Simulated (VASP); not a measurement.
# Si in VASP: single point with PBE

Aim: the single point of Si with PBE.

Program: VASP 6.6.1. These are calculated values, not measurements. Logs are shortened: lines on timing, memory, paths and dates and some standing lists are left out, and cuts for length are marked.

## Step 1: The cell of the first run

The cell holds a slab with vacuum, 10 atoms: a = 3.868 Å, b = 3.868 Å, c = 28.421 Å, α = 90.00°, β = 90.00°, γ = 120.00°.

## Step 2: Single point, PBE

Contents of INCAR:

```
SYSTEM = Si
PREC = Accurate ; ENCUT = 520
EDIFF = 1E-7 ; ISMEAR = 0
SIGMA = 0.05 ; LREAL = .FALSE.
LASPH = .TRUE. ; NELM = 100
ALGO = Normal ; ISIF = 2
LWAVE = .FALSE. ; LCHARG = .FALSE.
LDIPOL = .TRUE. ; IDIPOL = 3
DIPOL = 0.5 0.5 0.500 ; GGA = PE
NBANDS = 31
```

Contents of KPOINTS:

```
regular mesh
0
G
  9 9 1
  0 0 0
```

Contents of POSCAR:

```
Si
1.0
    3.8676454514      0.0000000000      0.0000000000
   -1.9338227257      3.3494792137      0.0000000000
    0.0000000000      0.0000000000     28.4211569710
Si
10
Direct
    0.3333333333      0.6666666667      0.2638879201
    0.0000000000      0.0000000000      0.2916658119
    0.0000000000      0.0000000000      0.3749994871
    0.6666666667      0.3333333333      0.4027773789
    0.6666666667      0.3333333333      0.4861110541
    0.3333333333      0.6666666667      0.5138889459
    0.3333333333      0.6666666667      0.5972226211
    0.0000000000      0.0000000000      0.6250005129
    0.0000000000      0.0000000000      0.7083341881
    0.6666666667      0.3333333333      0.7361120799
```

Potentials or basis: VASP PAW PBE potentials, release 64 (Si).

Launch:

```console
$ cat potpaw_PBE.64/Si/POTCAR > POTCAR
$ mpirun -np 1 vasp_std > vasp.out
```

OUTCAR:

```text
SYSTEM = Si
   PREC = Accurate
   ENCUT = 520
   EDIFF = 1E-7
   ISMEAR = 0
   LREAL = .FALSE.
   LASPH = .TRUE.
   NELM = 100
   ISIF = 2
   GGA = PE

 ion  position               nearest neighbor table
   1  0.333  0.667  0.264-   2 2.37   2 2.37   2 2.37
   2  0.000  0.000  0.292-   3 2.37   1 2.37   1 2.37   1 2.37
   3  0.000  0.000  0.375-   2 2.37   4 2.37   4 2.37   4 2.37
   4  0.667  0.333  0.403-   5 2.37   3 2.37   3 2.37   3 2.37
   5  0.667  0.333  0.486-   4 2.37   6 2.37   6 2.37   6 2.37
   6  0.333  0.667  0.514-   7 2.37   5 2.37   5 2.37   5 2.37
   7  0.333  0.667  0.597-   6 2.37   8 2.37   8 2.37   8 2.37
   8  0.000  0.000  0.625-   9 2.37   7 2.37   7 2.37   7 2.37
   9  0.000  0.000  0.708-   8 2.37  10 2.37  10 2.37  10 2.37
  10  0.667  0.333  0.736-   9 2.37   9 2.37   9 2.37

  LATTYP: Found a hexagonal cell.
 ALAT       =     3.8676454514
 C/A-ratio  =     7.3484390770

  Lattice vectors:

 A1 = (   3.8676454514,   0.0000000000,   0.0000000000)
 A2 = (  -1.9338227257,   3.3494792137,   0.0000000000)
 A3 = (   0.0000000000,   0.0000000000,  28.4211569710)

Analysis of symmetry for initial positions (statically):
=====================================================================
 Subroutine PRICEL returns:
 Original cell was already a primitive cell.

 Routine SETGRP: Setting up the symmetry group for a
 hexagonal supercell.

 Subroutine GETGRP returns: Found 12 space group operations
 (whereof 12 operations were pure point group operations)
 out of a pool of 24 trial point group operations.

The static configuration has the point symmetry D_3d.

Analysis of symmetry for dynamics (positions and initial velocities):
=====================================================================
 Subroutine PRICEL returns:
 Original cell was already a primitive cell.

 Routine SETGRP: Setting up the symmetry group for a
 hexagonal supercell.

 Subroutine GETGRP returns: Found 12 space group operations
 (whereof 12 operations were pure point group operations)
 out of a pool of 24 trial point group operations.

The dynamic configuration has the point symmetry D_3d.

 Subroutine INISYM returns: Found 12 space group operations
 (whereof 12 operations are pure point group operations),
 and found     1 'primitive' translations

----------------------------------------------------------------------------------------

                                     Primitive cell

  volume of cell :     368.1847

  direct lattice vectors                    reciprocal lattice vectors
     3.867645451  0.000000000  0.000000000     0.258555241  0.149276938  0.000000000
    -1.933822726  3.349479214  0.000000000     0.000000000  0.298553875  0.000000000
     0.000000000  0.000000000 28.421156971     0.000000000  0.000000000  0.035185056

  length of vectors
     3.867645451  3.867645451 28.421156971     0.298553875  0.298553875  0.035185056

  position of ions in fractional coordinates (direct lattice)
     0.333333333  0.666666667  0.263887920
     0.000000000  0.000000000  0.291665812
     0.000000000  0.000000000  0.374999487
     0.666666667  0.333333333  0.402777379
     0.666666667  0.333333333  0.486111054
     0.333333333  0.666666667  0.513888946
     0.333333333  0.666666667  0.597222621
     0.000000000  0.000000000  0.625000513
     0.000000000  0.000000000  0.708334188
     0.666666667  0.333333333  0.736112080

  ion indices of the primitive-cell ions
   primitive index   ion index
                 1           1
                 2           2
                 3           3
                 4           4
                 5           5
                 6           6
                 7           7
                 8           8
                 9           9
                10          10

----------------------------------------------------------------------------------------

 KPOINTS: regular mesh

Automatic generation of k-mesh.
 Grid dimensions read from file:
 generate k-points for:    9    9    1

 Generating k-lattice:

  Cartesian coordinates                     Fractional coordinates (reciprocal lattice)
     0.028728360  0.016586326  0.000000000     0.111111111  0.000000000  0.000000000
     0.000000000  0.033172653  0.000000000     0.000000000  0.111111111  0.000000000
     0.000000000  0.000000000  0.035185056     0.000000000  0.000000000  1.000000000

  Length of vectors
     0.033172653  0.033172653  0.035185056

  Shift w.r.t. Gamma in fractional coordinates (k-lattice)
     0.000000000  0.000000000  0.000000000

 Subroutine IBZKPT returns following result:
 ===========================================

 Found     12 irreducible k-points:

 Following reciprocal coordinates:
            Coordinates               Weight
  0.000000  0.000000  0.000000      1.000000
  0.111111  0.000000  0.000000      6.000000
  0.222222  0.000000  0.000000      6.000000
  0.333333 -0.000000  0.000000      6.000000
  0.444444  0.000000  0.000000      6.000000
  0.111111  0.111111  0.000000      6.000000
  0.222222  0.111111  0.000000     12.000000
  0.333333  0.111111  0.000000     12.000000
  0.444444  0.111111  0.000000      6.000000
  0.222222  0.222222  0.000000      6.000000
  0.333333  0.222222  0.000000     12.000000
  0.333333  0.333333  0.000000      2.000000
   k-points           NKPTS =     12   k-points in BZ     NKDIM =     12   number of bands    NBANDS=     31
   number of dos      NEDOS =    301   number of ions     NIONS =     10
   total plane-waves  NPLWV = 194400
   dimension x,y,z NGX =    30 NGY =   30 NGZ =  216
   dimension x,y,z NGXF=    60 NGYF=   60 NGZF=  432
   ions per type =              10
   NGX,Y,Z   is equivalent  to a cutoff of  12.90, 12.90, 12.63 a.u.
   NGXF,Y,Z  is equivalent  to a cutoff of  25.79, 25.79, 25.27 a.u.
 SYSTEM =  Si
   PREC   = accura    normal or accurate (medium, high low for compatibility)
   ISTART =      0    job   : 0-new  1-cont  2-samecut
   ICHARG =      2    charge: 1-file 2-atom 10-const
   ISPIN  =      1    spin polarized calculation?
   LNONCOLLINEAR =      F non collinear calculations
   LSORBIT =      F    spin-orbit coupling
   LASPH  =      T    aspherical Exc in radial PAW
   ENCUT  =  520.0 eV  38.22 Ry    6.18 a.u.   7.19  7.19 52.84*2*pi/ulx,y,z
   NELM   =    100;   NELMIN=  2; NELMDL= -5     # of ELM steps
   EDIFF  = 0.1E-06   stopping-criterion for ELM
   LREAL  =      F    real-space projection
   EDIFFG = 0.1E-05   stopping-criterion for IOM
   NSW    =      0    number of steps for IOM
   IBRION =     -1    ionic relax: 0-MD 1-quasi-New 2-CG
   NFREE  =      0    steps in history (QN), initial steepest desc. (CG)
   ISIF   =      2    stress and relaxation
   ISYM   =      2    0-nonsym 1-usesym 2-fastsym
   POTIM  = 0.5000    time-step for ionic-motion
   TEBEG  =    0.0;   TEEND  =   0.0 temperature during run
   PSTRESS=    0.0 pullay stress
   NELECT =      40.0000    total number of electrons
   NUPDOWN=      -1.0000    fix difference up-down
   EMIN   =  10.00;   EMAX   =-10.00  energy-range for DOS
   EFERMI =   0.00;   METHOD = LEGACY
   ISMEAR =     0;   SIGMA  =   0.05  broadening in eV -4-tet -1-fermi 0-gaus
   EFERMI_NEDOS =   21; number of points for ismear=-14 and -15
   IALGO  =     38    algorithm
   IMIX   =      4    mixing-type and parameters
     AMIX     =   0.40;   BMIX     =  1.00
     AMIX_MAG =   1.60;   BMIX_MAG =  1.00
  volume/ion in A,a.u.               =      36.82       248.46
  Fermi-wavevector in a.u.,A,eV,Ry     =   0.781159  1.476177  8.302409  0.610210
  Thomas-Fermi vector in A             =   1.884620
   LORBIT       =      0    0 simple, 1 ext, 2 COOP (PROOUT), +10 PAW based schemes
   GGA     = PE    functional components
   LHFCALC =     F    Hartree Fock is set to
   AEXX    =    0.0000 exact exchange contribution
   IVDW    =     0    specifies the selected vdW correction
   LEPSILON=     F    determine dielectric tensor
   LRPA    =     F    only Hartree local field effects (RPA)
 non-spin polarized calculation
 Gauss-broadening in eV      SIGMA  =   0.05
  energy-cutoff  :      520.00
  volume of cell :      368.18
 maximum number of plane-waves:      9969
 NGX is ok and might be reduce to    30
   NGX = 15   NGY = 15   NGZ =105

 dipolmoment           0.000000      0.000000      0.000000 electrons x Angstroem

 number of electron      40.0000001 magnetization

 dipolmoment           0.000000      0.000000     -0.000000 electrons x Angstroem

 Free energy of the ion-electron system (eV)
  ---------------------------------------------------
  ext. energy  EPLUGINS =         0.00000000
  ---------------------------------------------------
  free energy    TOTEN  =       -51.58531460 eV

  energy without entropy =      -51.56977009  energy(sigma->0) =      -51.57754235

 E-fermi :   1.0122     XC(G=0):  -5.7057

 val. band max:        1.0060423896   @ k =   0.4444   0.0000   0.0000
 cond. band min:       1.0276911821   @ k =   0.3333   0.1111   0.0000
 fundamental gap:      0.0216487926
 Fermi energy:         1.0121698352

 k-point     1 :       0.0000    0.0000    0.0000
  band No.  band energies     occupation
      1     -10.8300      2.00000
      2     -10.3948      2.00000
      3      -9.8308      2.00000
      4      -9.1590      2.00000
      5      -8.7421      2.00000
      6      -5.4850      2.00000
[... 23 lines left out ...]
     30       4.1926      0.00000
     31       4.2719      0.00000

 k-point     2 :       0.1111    0.0000    0.0000
  band No.  band energies     occupation
      1     -10.6895      2.00000
      2     -10.2552      2.00000
      3      -9.6919      2.00000
      4      -9.0194      2.00000
      5      -8.6006      2.00000
      6      -5.4241      2.00000
[... 332 lines left out ...]
 k-point    12 :       0.3333    0.3333    0.0000
  band No.  band energies     occupation
      1      -7.7815      2.00000
      2      -7.7815      2.00000
      3      -7.6036      2.00000
      4      -7.5971      2.00000
      5      -6.0979      2.00000
      6      -6.0979      2.00000
[... 23 lines left out ...]
     30       6.2199      0.00000
     31       6.7269      0.00000

------------------------ aborting loop because EDIFF is reached ----------------------------------------

 vacuum level on the upper side and lower side of the slab       (xc-potential included)        -0.073        -0.073

  FORCE on cell =-STRESS in cart. coord.  units (eV):
  Direction    XX          YY          ZZ          XY          YZ          ZX
  --------------------------------------------------------------------------------------
  -------------------------------------------------------------------------------------
  Total       -0.4849600     -0.4849600     -1.0202288     -0.0000000      0.0000000      0.0000000
  in kB       -2.1103322     -2.1103322     -4.4395858     -0.0000000      0.0000000      0.0000000
  external PRESSURE =      -2.8867501 kB  Pullay stress =       0.0000000 kB

 VOLUME and BASIS-vectors are now :
 -----------------------------------------------------------------------------
  energy-cutoff  :      520.00
  volume of cell :      368.18
      direct lattice vectors                 reciprocal lattice vectors
     3.867645451  0.000000000  0.000000000     0.258555241  0.149276938  0.000000000
    -1.933822726  3.349479214  0.000000000     0.000000000  0.298553875  0.000000000
     0.000000000  0.000000000 28.421156971     0.000000000  0.000000000  0.035185056

 POSITION                                       TOTAL-FORCE (eV/Angst)
 -----------------------------------------------------------------------------------
     -0.00000      2.23299      7.50000        -0.000000      0.000000      0.720291
      0.00000      0.00000      8.28948        -0.000000      0.000000     -0.759458
      0.00000      0.00000     10.65792         0.000000     -0.000000      0.159760
      1.93382      1.11649     11.44740        -0.000000      0.000000     -0.156493
      1.93382      1.11649     13.81584        -0.000000      0.000000      0.069610
     -0.00000      2.23299     14.60532         0.000000      0.000000     -0.069610
     -0.00000      2.23299     16.97376        -0.000000     -0.000000      0.156493
      0.00000      0.00000     17.76324        -0.000000      0.000000     -0.159760
      0.00000      0.00000     20.13168         0.000000     -0.000000      0.759458
      1.93382      1.11649     20.92116         0.000000      0.000000     -0.720291
 -----------------------------------------------------------------------------------
    total drift:                               -0.000000      0.000000     -0.000000

  FREE ENERGIE OF THE ION-ELECTRON SYSTEM (eV)
  ---------------------------------------------------
  free  energy   TOTEN  =       -51.5853146029 eV

  energy  without entropy=      -51.5697700880  energy(sigma->0) =      -51.57754235

 vacuum level on the upper side and lower side of the slab         5.694         5.694
```

Wall time 4.1 min (1 thread of Intel Xeon Platinum 8488C (Sapphire Rapids), shared host); peak memory 0.48 GiB.

What came out:

```yaml
Free_energy: -51.5853 eV
Largest_force: 0.759 eV/Å
Band_gap_on_the_k_mesh: zero (band 20 reaches 1.16 eV, above the bottom of band 21 at 0.89 eV)
```

Forces on the atoms (eV/Å):
```
Si   0.000  0.000  0.720
Si   0.000  0.000 -0.759
Si   0.000  0.000  0.160
Si   0.000  0.000 -0.156
Si   0.000  0.000  0.070
Si   0.000  0.000 -0.070
Si   0.000  0.000  0.156
Si   0.000  0.000 -0.160
Si   0.000  0.000  0.759
Si   0.000  0.000 -0.720
```

Levels at points of the mesh, in eV from the Fermi level:
```tsv
k point	band 17	band 18	band 19	band 20	band 21	band 22	band 23	band 24
(0.00, 0.00, 0.00)	-0.21	-0.08	-0.08	-0.04	0.60	1.39	1.73	2.09
```
